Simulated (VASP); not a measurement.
A run of VASP 6.6.1 is set up as follows.

File INCAR:

```
SYSTEM = Sb
PREC = Accurate
ENCUT = 520
EDIFF = 1E-6
ISMEAR = -1
SIGMA = 0.05
LREAL = .FALSE.
LASPH = .TRUE.
NELM = 60
ALGO = Normal
ISIF = 2
LWAVE = .FALSE.
LCHARG = .TRUE.
GGA = RP
IVDW = 13
LELF = .TRUE.
LVHAR = .TRUE.
NBANDS = 8
```

KPOINTS

```
Automatic mesh
0
G
  8 8 8
  0 0 0
```

POSCAR

```
Sb
1.0
    3.0449770194      0.0000000000      0.0000000000
    0.0000000000      3.0449770194      0.0000000000
    0.0000000000      0.0000000000      3.0449770194
Sb
1
Direct
    0.0000000000      0.0000000000      0.0000000000
```

Potentials or basis: VASP PAW PBE potentials, release 64 (Sb).

Run with:

```sh
$ cat potpaw_PBE.64/Sb/POTCAR > POTCAR
$ mpirun -np 1 vasp_std > vasp.out
```

**Question.** Predict the pressure.

**Answer.** -0.1 GPa.

**Question.** Estimate the dispersion energy per atom.

**Answer.** -1.007 eV.

Caveat: the PAW data sets were made with another functional, which shifts forces and pressure a little; pairwise dispersion overbinds metals, which lowers pressure and volume.
